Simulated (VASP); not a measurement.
A run of VASP 6.6.1:

File INCAR:

```
SYSTEM = Sn12H
  PREC = Accurate
  ENCUT = 400
  EDIFF = 1E-6
  ISMEAR = -1
  SIGMA = 0.05
  LREAL = .False.
  LASPH = .True.
  NELM = 120
  ALGO = Normal
  ISIF = 2
  LWAVE = .False.
  LCHARG = .False.
  GGA = PS
  NBANDS = 96
  GGA_COMPAT = .False.
```

The input KPOINTS:

```
Automatic mesh
0
Gamma
  2 3 3
  0 0 0
```

Contents of POSCAR:

```
Sn12H
1.0
   -5.1796200000      5.3266500000      7.0150200000
    3.4530800000     -3.5511000000      4.6766800000
    3.4530800000      3.5511000000     -4.6766800000
Sn H
12 1
Direct
    0.0267723687      0.2340887586      0.1206308484
   -0.0414844171      0.0399697737      0.4163605692
   -0.0075417155      0.6260974137     -0.0108770547
   -0.0118834029      0.6471996694      0.5526123716
    0.3408750489     -0.1260974137      0.0108770547
    0.3452167362     -0.1471996694      0.4473876284
    0.3065609646      0.2659112414     -0.1206308484
    0.3748177504      0.4600302263      0.5836394308
    0.6437765193      0.0228530722      0.0351692946
    0.7155768499      0.0102314609      0.5796071202
    0.6895568140      0.4771469278     -0.0351692946
    0.6177564835      0.4897685391      0.4203928798
    0.1666666667      0.2500000000      0.0000000000
```

Potentials or basis: VASP PAW PBE potentials, release 64 (Sn_d, H).

Run with:

```console
$ cat potpaw_PBE.64/Sn_d/POTCAR potpaw_PBE.64/H/POTCAR > POTCAR
$ mpirun -np 1 vasp_std > vasp.out
```

Hardware: 1 thread of Intel(R) Xeon(R) Platinum 8375C CPU @ 2.90GHz (Ice Lake), with other jobs on the host.

**Question.** Estimate the wall time of this run.

**Answer.** Run time: 3.7 min on 1 thread of Intel(R) Xeon(R) Platinum 8375C CPU @ 2.90GHz (Ice Lake), on a shared host, peak memory 0.47 GiB. Counts: scf iterations 14, k points 10.
